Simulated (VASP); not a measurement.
# AlNi (P4/mmm) in VASP: notebook, part 2 of 2

VASP 6.6.1.

**4. Single point, PBEsol (strain -0.040 along x and y, +0.040 along z)**

The input, INCAR:

```
SYSTEM = AlNi
PREC = Accurate
ENCUT = 520
EDIFF = 1E-6
ISMEAR = 0
SIGMA = 0.15
LREAL = .FALSE.
LASPH = .TRUE.
NELM = 60
ALGO = Fast
ISIF = 2
LWAVE = .FALSE.
LCHARG = .TRUE.
GGA = PS
LELF = .TRUE.
LVHAR = .TRUE.
NBANDS = 14
```

The input, KPOINTS:

```
regular mesh
0
G
  16 16 16
  0 0 0
```

The input, POSCAR:

```
AlNi
1.0
    2.7657600000      0.0000000000      0.0000000000
    0.0000000000      2.7657600000      0.0000000000
    0.0000000000      0.0000000000      2.9962400000
Al Ni
1 1
Direct
    0.0000000000      0.0000000000      0.0000000000
    0.5000000000      0.5000000000      0.5000000000
```

Command:

```
$ cat potpaw_PBE.64/Al/POTCAR potpaw_PBE.64/Ni/POTCAR > POTCAR
$ mpirun -np 1 vasp_std > vasp.out
```

Wall time 91 s (1 thread of AMD EPYC 9R45 (Zen 5), shared host); peak memory 0.22 GiB.

The run converged. Its results:

| Item | Value |
| --- | --- |
| Free energy | -11.5608 eV |
| Pressure | 4.5 GPa |

Stress tensor (GPa, compression positive):
```
6.28 0.00 0.00
0.00 6.28 0.00
0.00 0.00 0.84
```

Levels at points of the mesh, in eV from the Fermi level:
| k point | band 5 | band 6 | band 7 | band 8 | band 9 | band 10 |
| --- | --- | --- | --- | --- | --- | --- |
| (0.00, 0.00, 0.00) | -1.69 | -1.47 | 3.82 | 6.69 | 6.69 | 7.70 |
| (0.50, 0.00, 0.00) | -2.22 | -1.57 | -0.46 | 8.17 | 8.57 | 10.11 |
| (0.50, 0.50, 0.00) | -2.43 | -2.43 | -0.94 | 2.04 | 3.21 | 11.54 |
| (0.00, 0.00, 0.50) | -2.23 | -1.41 | -1.08 | 8.40 | 10.95 | 10.95 |
| (0.50, 0.00, 0.50) | -2.11 | -2.05 | -1.18 | 1.36 | 2.45 | 13.51 |
| (0.50, 0.50, 0.50) | -0.92 | 1.85 | 2.04 | 2.04 | 4.14 | 4.37 |

Caveat: the cell differs from its parent crystal (strain -0.040 along x and y, +0.040 along z); the PAW data sets were made with another functional, which shifts forces and pressure a little. Spin polarisation is off, so any magnetic state and its effect on volume and gap are missing.

**5. Single point, PBEsol (strain +0.000 along x and y, +0.040 along z)**

The input, INCAR:

```
PREC = Accurate
ENCUT = 520
EDIFF = 1E-6
ISMEAR = 0
SIGMA = 0.15
LREAL = False
LASPH = True
NELM = 100
ALGO = Fast
ISIF = 2
LWAVE = False
LCHARG = True
GGA = PS
LELF = True
LVHAR = True
NBANDS = 14
```

The input, KPOINTS:

```
Automatic mesh
0
Gamma
  16 16 16
```

The input, POSCAR:

```
AlNi
1.0
    2.8810000000      0.0000000000      0.0000000000
    0.0000000000      2.8810000000      0.0000000000
    0.0000000000      0.0000000000      2.9962400000
Al Ni
1 1
Direct
    0.0000000000      0.0000000000      0.0000000000
    0.5000000000      0.5000000000      0.5000000000
```

Potentials or basis: VASP PAW PBE potentials, release 64 (Al, Ni).

Command:

```
$ cat potpaw_PBE.64/Al/POTCAR potpaw_PBE.64/Ni/POTCAR > POTCAR
$ mpirun -np 1 vasp_std > vasp.out
```

OUTCAR:

```text
PREC = Accurate
   ENCUT = 520
   EDIFF = 1E-6
   ISMEAR = 0
   LREAL = False
   LASPH = True
   NELM = 100
   ISIF = 2
   GGA = PS

 ion  position               nearest neighbor table
   1  0.000  0.000  0.000-   2 2.53   2 2.53   2 2.53   2 2.53   2 2.53   2 2.53   2 2.53   2 2.53

   2  0.500  0.500  0.500-   1 2.53   1 2.53   1 2.53   1 2.53   1 2.53   1 2.53   1 2.53   1 2.53

  LATTYP: Found a simple tetragonal cell.
 ALAT       =     2.8810000000
 C/A-ratio  =     1.0400000000

  Lattice vectors:

 A1 = (   2.8810000000,   0.0000000000,   0.0000000000)
 A2 = (   0.0000000000,   2.8810000000,   0.0000000000)
 A3 = (   0.0000000000,   0.0000000000,   2.9962400000)

Analysis of symmetry for initial positions (statically):
=====================================================================
 Subroutine PRICEL returns:
 Original cell was already a primitive cell.

 Routine SETGRP: Setting up the symmetry group for a
 simple tetragonal supercell.

 Subroutine GETGRP returns: Found 16 space group operations
 (whereof 16 operations were pure point group operations)
 out of a pool of 16 trial point group operations.

[... 168 lines left out ...]
 fundamental gap:      0.0008418052
 Fermi energy:         9.3915297758

 k-point     1 :       0.0000    0.0000    0.0000
  band No.  band energies     occupation
      1      -1.4587      2.00000
      2       6.3180      2.00000
      3       6.3534      2.00000
      4       7.8974      2.00000
      5       7.8974      2.00000
      6       8.0003      2.00000
      7      13.8425      0.00000
      8      15.1825      0.00000
      9      15.1825      0.00000
     10      17.1759      0.00000
     11      17.5671      0.00000
     12      22.5070      0.00000
     13      29.5695      0.00000
     14      29.5702      0.00000
[... 377 lines left out ...]
      1       2.9610      2.00000
      2       3.1565      2.00000
      3       6.8692      2.00000
      4       7.1474      2.00000
      5       7.2704      2.00000
      6       7.8822      2.00000
      7       8.8534      2.00000
      8      16.4724      0.00000
      9      17.5073      0.00000
     10      18.8518      0.00000
     11      19.4409      0.00000
     12      20.1809      0.00000
     13      23.5911      0.00000
     14      25.2576      0.00000

 [... further k-points ...]
[... 5 lines left out ...]
  --------------------------------------------------------------------------------------
  -------------------------------------------------------------------------------------
  Total       -1.2633862     -1.2633862     -1.6349436      0.0000000      0.0000000      0.0000000
  in kB      -81.3923549    -81.3923549   -105.3295568      0.0000000      0.0000000      0.0000000
  external PRESSURE =     -89.3714222 kB  Pullay stress =       0.0000000 kB

 VOLUME and BASIS-vectors are now :
 -----------------------------------------------------------------------------
  energy-cutoff  :      520.00
  volume of cell :       24.87
      direct lattice vectors                 reciprocal lattice vectors
     2.881000000  0.000000000  0.000000000     0.347101701  0.000000000  0.000000000
     0.000000000  2.881000000  0.000000000     0.000000000  0.347101701  0.000000000
     0.000000000  0.000000000  2.996240000     0.000000000  0.000000000  0.333751635

 POSITION                                       TOTAL-FORCE (eV/Angst)
 -----------------------------------------------------------------------------------
      0.00000      0.00000      0.00000         0.000000      0.000000      0.000000
      1.44050      1.44050      1.49812         0.000000      0.000000      0.000000
 -----------------------------------------------------------------------------------
    total drift:                                0.000000      0.000000     -0.000000

  FREE ENERGIE OF THE ION-ELECTRON SYSTEM (eV)
  ---------------------------------------------------
  free  energy   TOTEN  =       -11.5457187103 eV

  energy  without entropy=      -11.5360930197  energy(sigma->0) =      -11.54090587
```

stdout:

```text
POSCAR found type information on POSCAR AlNi
 POSCAR found :  2 types and       2 ions
 scaLAPACK will be used
 -----------------------------------------------------------------------------
|                                                                             |
|                                                                             |
|     You enforced a specific xc type in the INCAR file but a different       |
|     I HOPE YOU KNOW WHAT YOU ARE DOING!                                     |
|                                                                             |
 -----------------------------------------------------------------------------

 LDA part: xc-table for (Slater+PW92), standard interpolation
 POSCAR, INCAR and KPOINTS ok, starting setup
 FFT: planning ... GRIDC
 FFT: planning ... GRID_SOFT
 FFT: planning ... GRID
 WAVECAR not read
 entering main loop
```

Wall time 91 s (1 thread of AMD EPYC 9R45 (Zen 5), shared host); peak memory 0.22 GiB.

Results:

```
Free energy : -11.5457 eV
Pressure    : -8.9 GPa
```

Levels at points of the mesh, in eV from the Fermi level:
```csv
k point,band 5,band 6,band 7,band 8,band 9,band 10
"(0.00, 0.00, 0.00)",-1.49,-1.39,4.45,5.79,5.79,7.78
"(0.50, 0.00, 0.00)",-2.06,-1.40,-0.53,8.20,9.02,9.93
"(0.50, 0.50, 0.00)",-2.07,-2.07,-0.91,1.63,2.53,11.27
"(0.00, 0.00, 0.50)",-2.07,-1.33,-0.81,8.26,10.13,10.13
"(0.50, 0.00, 0.50)",-1.92,-1.90,-1.00,1.29,2.20,12.18
"(0.50, 0.50, 0.50)",-0.89,1.97,2.05,2.05,3.39,4.17
```

Caveat: the cell differs from its parent crystal (strain +0.000 along x and y, +0.040 along z); the PAW data sets were made with another functional, which shifts forces and pressure a little.

**6. Single point, PBEsol (strain +0.040 along x and y, -0.040 along z)**

The input, INCAR:

```
SYSTEM = AlNi
  ALGO = Normal
  EDIFF = 1E-6
  ENCUT = 520
  GGA = PS
  ISIF = 2
  ISMEAR = 0
  LASPH = .True.
  LCHARG = .False.
  LREAL = .False.
  LWAVE = .False.
  NBANDS = 14
  NELM = 100
  PREC = Accurate
  SIGMA = 0.15
```

The input, KPOINTS:

```
k-points
0
Gamma
  16 16 16
  0 0 0
```

The input, POSCAR:

```
AlNi
1.0
    2.9962400000      0.0000000000      0.0000000000
    0.0000000000      2.9962400000      0.0000000000
    0.0000000000      0.0000000000      2.7657600000
Al Ni
1 1
Direct
    0.0000000000      0.0000000000      0.0000000000
    0.5000000000      0.5000000000      0.5000000000
```

Potentials or basis: VASP PAW PBE potentials, release 64 (Al, Ni).

Command:

```
$ cat potpaw_PBE.64/Al/POTCAR potpaw_PBE.64/Ni/POTCAR > POTCAR
$ mpirun -np 1 vasp_std > vasp.out
```

It took 75 s on 1 thread of AMD EPYC 9R45 (Zen 5), shared host; peak memory 0.23 GiB.

The run converged. Its results:

```
Free energy : -11.5260 eV
Pressure    : -8.2 GPa
```

Stress tensor (GPa, compression positive):
```
-10.45   0.00   0.00
  0.00 -10.45   0.00
  0.00   0.00  -3.65
```

Levels at points of the mesh, in eV from the Fermi level:
| k point | band 4 | band 5 | band 6 | band 7 | band 8 | band 9 | band 10 | band 11 |
| --- | --- | --- | --- | --- | --- | --- | --- | --- |
| (0.00, 0.00, 0.00) | -1.62 | -1.39 | -1.39 | 4.43 | 4.43 | 7.29 | 7.68 | 8.00 |
| (0.50, 0.00, 0.00) | -2.30 | -1.87 | -1.33 | -0.82 | 8.04 | 8.83 | 9.52 | 11.55 |
| (0.50, 0.50, 0.00) | -3.11 | -1.76 | -1.76 | -1.09 | 0.89 | 1.86 | 13.25 | 15.67 |
| (0.00, 0.00, 0.50) | -2.29 | -2.29 | -1.49 | -0.27 | 8.29 | 9.18 | 9.18 | 10.33 |
| (0.50, 0.00, 0.50) | -2.39 | -2.13 | -2.04 | -0.96 | 1.70 | 2.53 | 11.31 | 13.89 |
| (0.50, 0.50, 0.50) | -1.04 | -0.87 | 1.99 | 1.99 | 2.12 | 3.43 | 3.75 | 4.58 |

Caveat: the cell differs from its parent crystal (strain +0.040 along x and y, -0.040 along z); the PAW data sets were made with another functional, which shifts forces and pressure a little. Spin polarisation is off, so any magnetic state and its effect on volume and gap are missing.

**7. Overview**

| cell | gap on the mesh (eV) | pressure (GPa) |
| --- | --- | --- |
| a = 2.766, b = 2.766, c = 2.881 Å, 2 atoms | none | 12.6 |
| a = 2.881, b = 2.881, c = 2.766 Å, 2 atoms | none | 4.1 |
| a = 2.766, b = 2.766, c = 2.996 Å, 2 atoms | none | 4.5 |
| a = 2.881, b = 2.881, c = 2.996 Å, 2 atoms | none | -8.9 |
| a = 2.996, b = 2.996, c = 2.766 Å, 2 atoms | none | -8.2 |

Alike in all rows: task single point; level PBEsol; potentials or basis VASP PAW PBE potentials, release 64 (Al, Ni); no spin polarisation; k mesh 16 × 16 × 16; cutoff (eV) 520; smearing gaussian 0.15 eV.

Caveats: the PAW data sets were made with another functional, which shifts forces and pressure a little.

Total energies depend on the potentials used, so only differences within one code and one set of settings carry meaning.
